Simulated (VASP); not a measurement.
# AlCu3 (P6_3/mmc) in VASP: relaxation of cell and atoms with LDA

Aim: the relaxation of cell and atoms of AlCu3 with LDA.

Everything below comes from runs of VASP 6.6.1. Logs are shortened: lines on timing, memory, paths and dates and some standing lists are left out, and cuts for length are marked.

### Step 1. The cell of the first run

Symmetry: P6_3/mmc, No. 194, hexagonal system. Conventional cell: a = 5.138 Å, b = 5.138 Å, c = 4.206 Å, α = 90.00°, β = 90.00°, γ = 120.00°. Al (site symmetry -6m2) has 12 Cu at 2.57 to 2.58 Å within 3.4 Å. Cu (site symmetry mm2) has 8 Cu at 2.55 to 2.59 Å and 4 Al at 2.57 to 2.58 Å within 3.4 Å.

### Step 2. Relaxation of cell and atoms, LDA

The input, INCAR:

```
ALGO = Fast
EDIFF = 1E-6
EDIFFG = -0.005
ENCUT = 600
GGA = CA
IBRION = 2
ISIF = 3
ISMEAR = 0
LASPH = True
LCHARG = False
LREAL = False
LWAVE = False
NELM = 100
NSW = 100
PREC = Accurate
SIGMA = 0.1
```

The input, KPOINTS:

```
k-points
0
Gamma
  12 12 8
```

The input, POSCAR:

```
AlCu3
1.0
    5.1379173640      0.0000000000      0.0000000000
   -2.5689586820      4.4495669597      0.0000000000
    0.0000000000      0.0000000000      4.2061400600
Al Cu
2 6
Direct
    0.6666666700      0.3333333300      0.2500000000
    0.3333333300      0.6666666700      0.7500000000
    0.3310647100      0.1655323600      0.7500000000
    0.8344676400      0.1655323600      0.7500000000
    0.8344676400      0.6689352900      0.7500000000
    0.6689352900      0.8344676400      0.2500000000
    0.1655323600      0.8344676400      0.2500000000
    0.1655323600      0.3310647100      0.2500000000
```

Potentials or basis: VASP PAW LDA potentials, release 64 (Al, Cu).

Run with:

```bash
$ cat potpaw_LDA.64/Al/POTCAR potpaw_LDA.64/Cu/POTCAR > POTCAR
$ mpirun -np 1 vasp_std > vasp.out
```

OUTCAR:

```text
EDIFF = 1E-6
   EDIFFG = -0.005
   ENCUT = 600
   GGA = CA
   IBRION = 2
   ISIF = 3
   ISMEAR = 0
   LASPH = True
   LREAL = False
   NELM = 100
   NSW = 100
   PREC = Accurate

 ion  position               nearest neighbor table
   1  0.667  0.333  0.250-   6 2.57   7 2.57   7 2.57   6 2.57   8 2.57   8 2.57   4 2.58   4 2.58
                             5 2.58   5 2.58   3 2.58   3 2.58
   2  0.333  0.667  0.750-   3 2.57   4 2.57   4 2.57   3 2.57   5 2.57   5 2.57   7 2.58   7 2.58
                             8 2.58   8 2.58   6 2.58   6 2.58
   3  0.331  0.166  0.750-   5 2.55   4 2.55   8 2.57   8 2.57   7 2.57   7 2.57   2 2.57   2 2.57
                             1 2.58   1 2.58   5 2.59   4 2.59
   4  0.834  0.166  0.750-   5 2.55   3 2.55   6 2.57   6 2.57   8 2.57   8 2.57   2 2.57   2 2.57
                             1 2.58   1 2.58   5 2.59   3 2.59
   5  0.834  0.669  0.750-   3 2.55   4 2.55   6 2.57   6 2.57   7 2.57   7 2.57   2 2.57   2 2.57
                             1 2.58   1 2.58   4 2.59   3 2.59
   6  0.669  0.834  0.250-   8 2.55   7 2.55   5 2.57   5 2.57   4 2.57   4 2.57   1 2.57   1 2.57
                             2 2.58   2 2.58   8 2.59   7 2.59
   7  0.166  0.834  0.250-   8 2.55   6 2.55   3 2.57   3 2.57   5 2.57   5 2.57   1 2.57   1 2.57
                             2 2.58   2 2.58   8 2.59   6 2.59
   8  0.166  0.331  0.250-   6 2.55   7 2.55   3 2.57   3 2.57   4 2.57   4 2.57   1 2.57   1 2.57
                             2 2.58   2 2.58   7 2.59   6 2.59

  LATTYP: Found a hexagonal cell.
 ALAT       =     5.1379173640
 C/A-ratio  =     0.8186468878

  Lattice vectors:

 A1 = (   5.1379173640,   0.0000000000,   0.0000000000)
 A2 = (  -2.5689586820,   4.4495669597,   0.0000000000)
 A3 = (   0.0000000000,   0.0000000000,   4.2061400600)

Analysis of symmetry for initial positions (statically):
=====================================================================
 Subroutine PRICEL returns:
 Original cell was already a primitive cell.

 Routine SETGRP: Setting up the symmetry group for a
 hexagonal supercell.

 Subroutine GETGRP returns: Found 24 space group operations
 (whereof 12 operations were pure point group operations)
 out of a pool of 24 trial point group operations.

The static configuration has the point symmetry D_3d.
 The point group associated with its full space group is D_6h.

Analysis of symmetry for dynamics (positions and initial velocities):
=====================================================================
 Subroutine PRICEL returns:
 Original cell was already a primitive cell.

 Routine SETGRP: Setting up the symmetry group for a
 hexagonal supercell.

 Subroutine GETGRP returns: Found 24 space group operations
 (whereof 12 operations were pure point group operations)
 out of a pool of 24 trial point group operations.

The dynamic configuration has the point symmetry D_3d.
 The point group associated with its full space group is D_6h.

 Subroutine INISYM returns: Found 24 space group operations
 (whereof 12 operations are pure point group operations),
 and found     1 'primitive' translations

----------------------------------------------------------------------------------------

                                     Primitive cell

  volume of cell :      96.1587

  direct lattice vectors                    reciprocal lattice vectors
     5.137917364  0.000000000  0.000000000     0.194631390  0.112370486  0.000000000
    -2.568958682  4.449566960  0.000000000     0.000000000  0.224740971  0.000000000
     0.000000000  0.000000000  4.206140060     0.000000000  0.000000000  0.237747670

  length of vectors
     5.137917364  5.137917364  4.206140060     0.224740971  0.224740971  0.237747670

  position of ions in fractional coordinates (direct lattice)
     0.666666670  0.333333330  0.250000000
     0.333333330  0.666666670  0.750000000
     0.331064710  0.165532360  0.750000000
     0.834467640  0.165532360  0.750000000
     0.834467640  0.668935290  0.750000000
     0.668935290  0.834467640  0.250000000
     0.165532360  0.834467640  0.250000000
     0.165532360  0.331064710  0.250000000

  ion indices of the primitive-cell ions
   primitive index   ion index
                 1           1
                 2           2
                 3           3
                 4           4
                 5           5
                 6           6
                 7           7
                 8           8

----------------------------------------------------------------------------------------

 KPOINTS: k-points

Automatic generation of k-mesh.
 Grid dimensions read from file:
 generate k-points for:   12   12    8

 Generating k-lattice:

  Cartesian coordinates                     Fractional coordinates (reciprocal lattice)
     0.016219283  0.009364207  0.000000000     0.083333333  0.000000000  0.000000000
     0.000000000  0.018728414  0.000000000     0.000000000  0.083333333  0.000000000
     0.000000000  0.000000000  0.029718459     0.000000000  0.000000000  0.125000000

  Length of vectors
     0.018728414  0.018728414  0.029718459

  Shift w.r.t. Gamma in fractional coordinates (k-lattice)
     0.000000000  0.000000000  0.000000000

 Subroutine IBZKPT returns following result:
 ===========================================

 Found     95 irreducible k-points:

 Following reciprocal coordinates:
            Coordinates               Weight
  0.000000  0.000000  0.000000      1.000000
  0.083333 -0.000000  0.000000      6.000000
  0.166667  0.000000  0.000000      6.000000
  0.250000  0.000000  0.000000      6.000000
  0.333333 -0.000000  0.000000      6.000000
  0.416667  0.000000  0.000000      6.000000
[... 16 lines left out ...]
  0.250000  0.000000  0.125000     12.000000
  0.333333 -0.000000  0.125000     12.000000
 [... further k-points ...]
   k-points           NKPTS =     95   k-points in BZ     NKDIM =     95   number of bands    NBANDS=     43
   number of dos      NEDOS =    301   number of ions     NIONS =      8
   total plane-waves  NPLWV =  63504
   dimension x,y,z NGX =    42 NGY =   42 NGZ =   36
   dimension x,y,z NGXF=    84 NGYF=   84 NGZF=   72
   ions per type =               2   6
   NGX,Y,Z   is equivalent  to a cutoff of  13.59, 13.59, 14.23 a.u.
   NGXF,Y,Z  is equivalent  to a cutoff of  27.18, 27.18, 28.46 a.u.
 SYSTEM =  unknown system
   PREC   = accura    normal or accurate (medium, high low for compatibility)
   ISTART =      0    job   : 0-new  1-cont  2-samecut
   ICHARG =      2    charge: 1-file 2-atom 10-const
   ISPIN  =      1    spin polarized calculation?
   LNONCOLLINEAR =      F non collinear calculations
   LSORBIT =      F    spin-orbit coupling
   LASPH  =      T    aspherical Exc in radial PAW
   ENCUT  =  600.0 eV  44.10 Ry    6.64 a.u.  10.26 10.26  8.40*2*pi/ulx,y,z
   NELM   =    100;   NELMIN=  2; NELMDL= -5     # of ELM steps
   EDIFF  = 0.1E-05   stopping-criterion for ELM
   LREAL  =      F    real-space projection
   EDIFFG = -.5E-02   stopping-criterion for IOM
   NSW    =    100    number of steps for IOM
   IBRION =      2    ionic relax: 0-MD 1-quasi-New 2-CG
   NFREE  =      1    steps in history (QN), initial steepest desc. (CG)
   ISIF   =      3    stress and relaxation
   ISYM   =      2    0-nonsym 1-usesym 2-fastsym
   POTIM  = 0.5000    time-step for ionic-motion
   TEBEG  =    0.0;   TEEND  =   0.0 temperature during run
   PSTRESS=    0.0 pullay stress
   NELECT =      72.0000    total number of electrons
   NUPDOWN=      -1.0000    fix difference up-down
   EMIN   =  10.00;   EMAX   =-10.00  energy-range for DOS
   EFERMI =   0.00;   METHOD = LEGACY
   ISMEAR =     0;   SIGMA  =   0.10  broadening in eV -4-tet -1-fermi 0-gaus
   EFERMI_NEDOS =   21; number of points for ismear=-14 and -15
   IALGO  =     68    algorithm
   IMIX   =      4    mixing-type and parameters
     AMIX     =   0.40;   BMIX     =  1.00
     AMIX_MAG =   1.60;   BMIX_MAG =  1.00
  volume/ion in A,a.u.               =      12.02        81.11
  Fermi-wavevector in a.u.,A,eV,Ry     =   1.486584  2.809236 30.067952  2.209932
  Thomas-Fermi vector in A             =   2.599852
   LORBIT       =      0    0 simple, 1 ext, 2 COOP (PROOUT), +10 PAW based schemes
   GGA     = CA    functional components
   LHFCALC =     F    Hartree Fock is set to
   AEXX    =    0.0000 exact exchange contribution
   IVDW    =     0    specifies the selected vdW correction
   LEPSILON=     F    determine dielectric tensor
   LRPA    =     F    only Hartree local field effects (RPA)
 conjugate gradient relaxation of ions
 non-spin polarized calculation
 RMM-DIIS sequential band-by-band and
 Gauss-broadening in eV      SIGMA  =   0.10
  energy-cutoff  :      600.00
  volume of cell :       96.16
 maximum number of plane-waves:      3231
 NGX is ok and might be reduce to    42
   NGX = 21   NGY = 21   NGZ = 17

--------------------------------------- Ionic step        1  -------------------------------------------

 number of electron      71.9999991 magnetization

 Free energy of the ion-electron system (eV)
  ---------------------------------------------------
  ext. energy  EPLUGINS =         0.00000000
  ---------------------------------------------------
  free energy    TOTEN  =       -38.21472444 eV

  energy without entropy =      -38.19955108  energy(sigma->0) =      -38.20713776

------------------------ aborting loop because EDIFF is reached ----------------------------------------

  FORCE on cell =-STRESS in cart. coord.  units (eV):
  Direction    XX          YY          ZZ          XY          YZ          ZX
  --------------------------------------------------------------------------------------
  -------------------------------------------------------------------------------------
  Total       -4.1901645     -4.1901645     -4.8871576      0.0000000     -0.0000000      0.0000000
  in kB      -69.8156942    -69.8156942    -81.4288561      0.0000000     -0.0000000      0.0000000
  external PRESSURE =     -73.6867481 kB  Pullay stress =       0.0000000 kB
[... 107 lines left out ...]
  FREE ENERGIE OF THE ION-ELECTRON SYSTEM (eV)
  ---------------------------------------------------
  free  energy   TOTEN  =       -38.2770351578 eV

  energy  without entropy=      -38.2618594364  energy(sigma->0) =      -38.26944730

[... ionic steps 4 to 10 ...]

--------------------------------------- Ionic step       11  -------------------------------------------

 number of electron      72.0000022 magnetization

------------------------ aborting loop because EDIFF is reached ----------------------------------------
[... 79 lines left out ...]
--------------------------------------- Ionic step       13  -------------------------------------------

 number of electron      72.0000022 magnetization

 Free energy of the ion-electron system (eV)
  ---------------------------------------------------
  ext. energy  EPLUGINS =         0.00000000
  ---------------------------------------------------
  free energy    TOTEN  =       -38.27832635 eV

  energy without entropy =      -38.26284520  energy(sigma->0) =      -38.27058578

 E-fermi :   9.0082     XC(G=0): -12.8447

 val. band max:        9.0040340196   @ k =   0.4167   0.0000   0.3750
 cond. band min:       9.0096861645   @ k =   0.0833  -0.0000   0.1250
 fundamental gap:      0.0056521449
 Fermi energy:         9.0082122527

 k-point     1 :       0.0000    0.0000    0.0000
  band No.  band energies     occupation
      1      -1.9571      2.00000
      2       2.4703      2.00000
      3       3.6057      2.00000
      4       3.6057      2.00000
      5       3.6800      2.00000
      6       3.7402      2.00000
[... 1093 lines left out ...]
     42      13.3439      0.00000
     43      14.5718      0.00000

 [... further k-points ...]
[... 5 lines left out ...]
  --------------------------------------------------------------------------------------
  -------------------------------------------------------------------------------------
  Total        0.0297641      0.0297641      0.0326704      0.0000000      0.0000000      0.0000000
  in kB        0.5144820      0.5144820      0.5647180      0.0000000      0.0000000      0.0000000
  external PRESSURE =       0.5312273 kB  Pullay stress =       0.0000000 kB
[... 23 lines left out ...]
  FREE ENERGIE OF THE ION-ELECTRON SYSTEM (eV)
  ---------------------------------------------------
  free  energy   TOTEN  =       -38.2783263528 eV

  energy  without entropy=      -38.2628451984  energy(sigma->0) =      -38.27058578

 reached required accuracy - stopping structural energy minimisation
```

Wall time 1.9 h (1 thread of Oxide Virtual Turin-like, shared host); peak memory 0.44 GiB.

Results:

```
Free energy                           : -38.2783 eV
Relaxed volume                        : 11.59 Å³/atom
Relaxed cell                          : a = 5.087 Å, b = 5.087 Å, c = 4.136 Å, α = 90.00°, β = 90.00°, γ = 120.00°
Space group after relaxing (to 0.1 Å) : P6_3/mmc (No. 194)
Energy gained by relaxing             : 8.0 meV/atom
Ionic steps                           : 13
Pressure after relaxing               : 0.1 GPa
Largest force after relaxing          : 0.004 eV/Å
Band gap on the k mesh                : zero (bands 36 and 37 overlap by 2.67 eV)
```

Forces on the atoms (eV/Å):
```
Al   0.000  0.000  0.000
Al   0.000  0.000  0.000
Cu  -0.003 -0.002  0.000
Cu   0.003 -0.002  0.000
Cu   0.000  0.004  0.000
Cu   0.003  0.002  0.000
Cu  -0.003  0.002  0.000
Cu   0.000 -0.004  0.000
```

Step by step:
```csv
step,energy change (eV),largest force (eV/Å),pressure (GPa),volume (Å³)
1,0.0000,0.0447,-7.37,96.16
2,0.0350,0.0091,8.11,88.67
3,-0.0623,0.0262,-0.29,92.90
4,-0.0626,0.0239,-0.11,92.72
5,-0.0625,0.0231,0.15,92.58
6,-0.0634,0.0115,0.37,92.59
7,-0.0635,0.0049,0.33,92.60
8,-0.0634,0.0007,-0.45,92.92
9,-0.0636,0.0085,-0.16,92.72
10,-0.0636,0.0076,0.06,92.68
11,-0.0636,0.0032,-0.10,92.69
12,-0.0636,0.0056,0.13,92.69
13,-0.0636,0.0038,0.05,92.69
```

Final structure:
```cif
data_structure
_symmetry_space_group_name_H-M 'P 1'
_symmetry_Int_Tables_number 1
_cell_length_a 5.0871
_cell_length_b 5.0871
_cell_length_c 4.1358
_cell_angle_alpha 90.000
_cell_angle_beta 90.000
_cell_angle_gamma 120.000
_cell_volume 92.69
loop_
_atom_site_label
_atom_site_type_symbol
_atom_site_fract_x
_atom_site_fract_y
_atom_site_fract_z
_atom_site_occupancy
Al1 Al 0.66667 0.33333 0.25000 1
Al2 Al 0.33333 0.66667 0.75000 1
Cu1 Cu 0.33044 0.16522 0.75000 1
Cu2 Cu 0.83478 0.16522 0.75000 1
Cu3 Cu 0.83478 0.66956 0.75000 1
Cu4 Cu 0.66956 0.83478 0.25000 1
Cu5 Cu 0.16522 0.83478 0.25000 1
Cu6 Cu 0.16522 0.33044 0.25000 1
```
